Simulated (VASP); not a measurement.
# Al (P6_3/mmc) in VASP: a series of runs, part 2 of 2

VASP 6.6.1. Earlier steps stand in the parts before.

## (6) Single point, PBE0

Contents of POSCAR:

```
Al
1.0
    2.8124553515      0.0000000000      0.0000000000
   -1.4062276757      2.4356577814      0.0000000000
    0.0000000000      0.0000000000      4.8668500000
Al
2
Direct
    0.3333333333      0.6666666667      0.2500000000
    0.6666666667      0.3333333333      0.7500000000
```

Contents of INCAR.step1:

```
SYSTEM = Al
ALGO = Normal
EDIFF = 1E-5
ENCUT = 520
GGA = PE
ISIF = 2
ISMEAR = -1
LASPH = .TRUE.
LCHARG = .FALSE.
LREAL = .FALSE.
LWAVE = .TRUE.
NBANDS = 10
NELM = 100
PREC = Accurate
SIGMA = 0.05
```

Contents of INCAR.step2:

```
SYSTEM = Al
AEXX = 0.25
ALGO = Normal
EDIFF = 1E-7
ENCUT = 520
GGA = PE
ISIF = 2
ISMEAR = -1
ISTART = 1
LASPH = .TRUE.
LCHARG = .FALSE.
LHFCALC = .TRUE.
LREAL = .FALSE.
LWAVE = .FALSE.
NBANDS = 10
NELM = 100
PREC = Accurate
PRECFOCK = Normal
SIGMA = 0.05
```

Contents of KPOINTS:

```
k-points
0
G
  6 6 3
  0 0 0
```

Potentials or basis: VASP PAW PBE potentials, release 64 (Al).

On the command line:

```sh
> cat potpaw_PBE.64/Al/POTCAR > POTCAR
> cp INCAR.step1 INCAR
> mpirun -np 1 vasp_std > vasp.out
> cp INCAR.step2 INCAR
> mpirun -np 1 vasp_std > vasp.out
```

OUTCAR:

```text
SYSTEM = Al
   AEXX = 0.25
   EDIFF = 1E-7
   ENCUT = 520
   GGA = PE
   ISIF = 2
   ISMEAR = -1
   ISTART = 1
   LASPH = .TRUE.
   LHFCALC = .TRUE.
   LREAL = .FALSE.
   NELM = 100
   PREC = Accurate
   PRECFOCK = Normal

 ion  position               nearest neighbor table
   1  0.333  0.667  0.250-   2 2.93   2 2.93   2 2.93   2 2.93   2 2.93   2 2.93
   2  0.667  0.333  0.750-   1 2.93   1 2.93   1 2.93   1 2.93   1 2.93   1 2.93

  LATTYP: Found a hexagonal cell.
 ALAT       =     2.8124553515
 C/A-ratio  =     1.7304630267

  Lattice vectors:

 A1 = (   2.8124553515,   0.0000000000,   0.0000000000)
 A2 = (  -1.4062276757,   2.4356577814,   0.0000000000)
 A3 = (   0.0000000000,   0.0000000000,   4.8668500000)

Analysis of symmetry for initial positions (statically):
=====================================================================
 Subroutine PRICEL returns:
 Original cell was already a primitive cell.

 Routine SETGRP: Setting up the symmetry group for a
 hexagonal supercell.

 Subroutine GETGRP returns: Found 24 space group operations
 (whereof 12 operations were pure point group operations)
 out of a pool of 24 trial point group operations.

The static configuration has the point symmetry D_3d.
 The point group associated with its full space group is D_6h.

Analysis of symmetry for dynamics (positions and initial velocities):
=====================================================================
 Subroutine PRICEL returns:
 Original cell was already a primitive cell.

 Routine SETGRP: Setting up the symmetry group for a
 hexagonal supercell.

 Subroutine GETGRP returns: Found 24 space group operations
 (whereof 12 operations were pure point group operations)
 out of a pool of 24 trial point group operations.

The dynamic configuration has the point symmetry D_3d.
 The point group associated with its full space group is D_6h.

 Subroutine INISYM returns: Found 24 space group operations
 (whereof 12 operations are pure point group operations),
 and found     1 'primitive' translations

[... 119 lines left out ...]
   IVDW    =     0    specifies the selected vdW correction
   LEPSILON=     F    determine dielectric tensor
   LRPA    =     F    only Hartree local field effects (RPA)
 non-spin polarized calculation
  energy-cutoff  :      520.00
  volume of cell :       33.34
 maximum number of plane-waves:       908
 NGX is ok and might be reduce to    24
  NGX = 16; NGY = 16; NGZ = 28

 number of electron       6.0000000 magnetization

 Free energy of the ion-electron system (eV)
  ---------------------------------------------------
  ext. energy  EPLUGINS =         0.00000000
  ---------------------------------------------------
  free energy    TOTEN  =        -8.60546355 eV

  energy without entropy =       -8.59609974  energy(sigma->0) =       -8.60078164

 E-fermi :   8.3212     XC(G=0):  -7.9945

 val. band max:        7.5372729890   @ k =   0.3333   0.3333   0.3333
 cond. band min:       8.4271267684   @ k =   0.3333   0.1667   0.3333
 fundamental gap:      0.8898537794
 Fermi energy:         8.3212200833

 k-point     1 :       0.0000    0.0000    0.0000
  band No.  band energies     occupation
      1      -5.1916      2.00000
      2       1.7207      2.00000
      3       1.9871      2.00000
      4      20.4592      0.00000
      5      20.7299      0.00000
      6      20.7299      0.00000
      7      20.9458      0.00000
      8      20.9458      0.00000
      9      21.7081      0.00000
     10      24.0775      0.00000
[... 157 lines left out ...]
 k-point    14 :       0.3333    0.3333    0.3333
  band No.  band energies     occupation
      1       4.6529      2.00000
      2       4.6529      2.00000
      3       4.9067      2.00000
      4       7.1551      2.00000
      5       7.5373      2.00000
      6       7.5373      2.00000
      7      16.5100      0.00000
      8      16.5100      0.00000
      9      16.7515      0.00000
     10      22.6173      0.00000

------------------------ aborting loop because EDIFF is reached ----------------------------------------

  FORCE on cell =-STRESS in cart. coord.  units (eV):
  Direction    XX          YY          ZZ          XY          YZ          ZX
  --------------------------------------------------------------------------------------
  -------------------------------------------------------------------------------------
  Total        0.8660123      0.8660123     -1.1411738      0.0000000     -0.0000000     -0.0000000
  in kB       41.6183411     41.6183411    -54.8419011      0.0000000     -0.0000000     -0.0000000
  external PRESSURE =       9.4649270 kB  Pullay stress =       0.0000000 kB

 VOLUME and BASIS-vectors are now :
 -----------------------------------------------------------------------------
  energy-cutoff  :      520.00
  volume of cell :       33.34
      direct lattice vectors                 reciprocal lattice vectors
     2.812455352  0.000000000  0.000000000     0.355561200  0.205283355  0.000000000
    -1.406227676  2.435657781  0.000000000     0.000000000  0.410566709  0.000000000
     0.000000000  0.000000000  4.866850000     0.000000000  0.000000000  0.205471712

 POSITION                                       TOTAL-FORCE (eV/Angst)
 -----------------------------------------------------------------------------------
     -0.00000      1.62377      1.21671         0.000000      0.000000     -0.000000
      1.40623      0.81189      3.65014        -0.000000     -0.000000      0.000000
 -----------------------------------------------------------------------------------
    total drift:                               -0.000000     -0.000000     -0.000000

  FREE ENERGIE OF THE ION-ELECTRON SYSTEM (eV)
  ---------------------------------------------------
  free  energy   TOTEN  =        -8.6054635467 eV

  energy  without entropy=       -8.5960997410  energy(sigma->0) =       -8.60078164
```

OSZICAR.step1:

```text
N       E                     dE             d eps       ncg     rms          rms(c)
DAV:   1    -0.953635045645E-01   -0.95364E-01   -0.22886E+03   280   0.471E+02
DAV:   2    -0.717580329459E+01   -0.70804E+01   -0.69586E+01   390   0.541E+01
DAV:   3    -0.734034106452E+01   -0.16454E+00   -0.16386E+00   372   0.647E+00
DAV:   4    -0.734081014864E+01   -0.46908E-03   -0.46907E-03   356   0.421E-01
DAV:   5    -0.734081397346E+01   -0.38248E-05   -0.38244E-05   352   0.354E-02    0.175E+00
DAV:   6    -0.731539826018E+01    0.25416E-01   -0.29989E-03   320   0.297E-01    0.101E+00
DAV:   7    -0.729740623795E+01    0.17992E-01   -0.83561E-03   298   0.464E-01    0.164E-01
DAV:   8    -0.729732204929E+01    0.84189E-04   -0.86566E-05   426   0.541E-02    0.135E-02
DAV:   9    -0.729731947142E+01    0.25779E-05   -0.10942E-06   184   0.543E-03
   1 F= -.72973195E+01 E0= -.72914667E+01  d E =-.117055E-01
```

It took 80 s on 1 thread of Intel Xeon Platinum 8559C (Emerald Rapids), shared host; peak memory 0.16 GiB.

Results:

| Item | Value |
| --- | --- |
| Free energy | -8.6055 eV |
| Pressure | 0.9 GPa |
| Band gap on the k mesh | zero (band 3 reaches 9.92 eV, above the bottom of band 4 at 5.05 eV) |

Stress tensor (GPa, compression positive):
```
 4.16  0.00  0.00
 0.00  4.16  0.00
 0.00  0.00 -5.48
```

Caveat: the k points lie up to 0.43 Å⁻¹ apart; the PAW data sets were made with another functional, which shifts forces and pressure a little.

## (7) Overview

```tsv
task	level	cell	k mesh	cutoff (eV)	grid for exact exchange (PRECFOCK)	gap on the mesh (eV)	pressure (GPa)
relaxation of cell and atoms	PBEsol	relaxed to 5 GPa	11 × 11 × 6	600	-	none	5.0
relaxation of cell and atoms	PBEsol	relaxed to 10 GPa	11 × 11 × 6	600	-	none	10.0
relaxation of cell and atoms	PBEsol	relaxed to 20 GPa	11 × 11 × 6	600	-	none	20.0
relaxation of cell and atoms	PBEsol	relaxed to 30 GPa	11 × 11 × 6	600	-	none	30.0
single point	PBE0	as given	6 × 6 × 3	520	Normal	none	0.9
```

Alike in all rows: potentials or basis VASP PAW PBE potentials, release 64 (Al); no spin polarisation; smearing fermi-dirac 0.05 eV.

Caveats: some runs use coarse meshes; the PAW data sets were made with another functional, which shifts forces and pressure a little; the cell is relaxed towards a set pressure, so the enthalpy falls and the energy may rise (some runs).

Total energies depend on the potentials used, so only differences within one code and one set of settings carry meaning.
